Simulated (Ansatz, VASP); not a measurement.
# Ge in VASP and in Ansatz

```
Ge
1.0
     3.03433    0.00000    0.00000
    -1.51717    2.62781    0.00000
     0.00000    0.00000    5.15261
Ge
2
Direct
  0.33333 0.66667 0.25000
  0.66667 0.33333 0.75000
```

Change from the starting cell: volume scaled by 1.06, PAW files.

Alike in both runs: task electric field gradients; functional PBE; k mesh 15 × 15 × 8; occupations fermi-dirac, width 0.05 eV; no spin polarisation.

```csv
,VASP,Ansatz
version,VASP 6.6.1,Ansatz 0.2.0
potentials or method,"VASP PAW PBE potentials, release 64 (Ge_d)","PAW with Ansatz's default frozen-core files, scalar-relativistic"
plane-wave cutoff (eV),520,420
valence electrons in the cell,28,28
```

Ansatz gave:

* pressure (GPa): -3.4
* size of Vzz on the site where it differs most (V/Å²): 4.1

Which values does VASP return?

Pressure (GPa): -3.4; size of Vzz on the site where it differs most (V/Å²): 3.7.
